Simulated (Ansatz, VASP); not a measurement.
Al: VASP beside Ansatz

```
CELL_PARAMETERS angstrom
2.17213 0.00000 0.00000
-1.08607 1.88112 0.00000
0.00000 0.00000 3.51315
ATOMIC_POSITIONS crystal
Al 0.33333 0.66667 0.25000
Al 0.66667 0.33333 0.75000
```

Alike in both runs: task single point; functional LDA; k mesh 15 × 15 × 8; occupations fermi-dirac, width 0.08 eV; no spin polarisation.

```csv
,VASP,Ansatz
version,VASP 6.6.1,Ansatz 0.2.0
potentials or method,"VASP PAW LDA potentials, release 64 (Al)","PAW with other files of Ansatz's library (level accurate), scalar-relativistic"
plane-wave cutoff (eV),520,1050
valence electrons in the cell,6,22
```

|  | VASP | Ansatz | Ansatz less VASP |
| --- | --- | --- | --- |
| pressure (GPa) | 339.1 | 332.4 | -6.75 |
| traceless stress, the component that is largest in VASP (GPa) | -0.09 | 0.13 | +0.227 |

LDA's correlation is that of Perdew and Zunger in VASP and of Perdew and Wang (1992) in Ansatz. Both programs put the cell under a high pressure, so it lies far from rest at this level. VASP's potentials hold 6 valence electrons a cell and Ansatz's 22, so a difference there can come from the potentials and not from the codes.

Noted on VASP's run: the cell as given lies far from equilibrium.
